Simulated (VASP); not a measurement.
Crystal: Ge.

```xyz
1
Lattice="2.7105 0.0000 0.0000 0.0000 2.7105 0.0000 0.0000 0.0000 2.7105" Properties=species:S:1:pos:R:3 pbc="T T T"
Ge    0.0000    0.0000    0.0000
```

```yaml
Program: VASP 6.6.1
Task: relaxation of cell and atoms
Functional: PBE
Dispersion: D3(BJ)
Potentials_or_basis: VASP PAW PBE potentials, release 64 (Ge_d)
Cutoff: 600 eV
k_mesh: 10 × 10 × 10
Occupations: fermi-dirac, width 0.05 eV
Spin: no spin polarisation
```

At the start: pressure -3.2 GPa; volume 19.91 Å³/atom.

Task: How do energy, volume and symmetry change on relaxing?

Result: Over 3 steps the energy falls by 9.0 meV/atom and the volume is 19.02 Å³/atom (-4.5 %); space group Pm-3m (No. 221, to 0.05 Å).

Step by step:
```csv
step,energy change (eV),largest force (eV/Å),pressure (GPa),volume (Å³)
1,0.0000,0.0000,-3.23,19.91
2,-0.0083,0.0000,0.89,18.78
3,-0.0090,0.0000,0.07,19.02
```

Final structure:
```
Ge
1.0
     2.66937    0.00000    0.00000
     0.00000    2.66937    0.00000
     0.00000    0.00000    2.66937
Ge
1
Direct
  0.00000 0.00000 0.00000
```

Caveat: pairwise dispersion overbinds metals, which lowers pressure and volume.
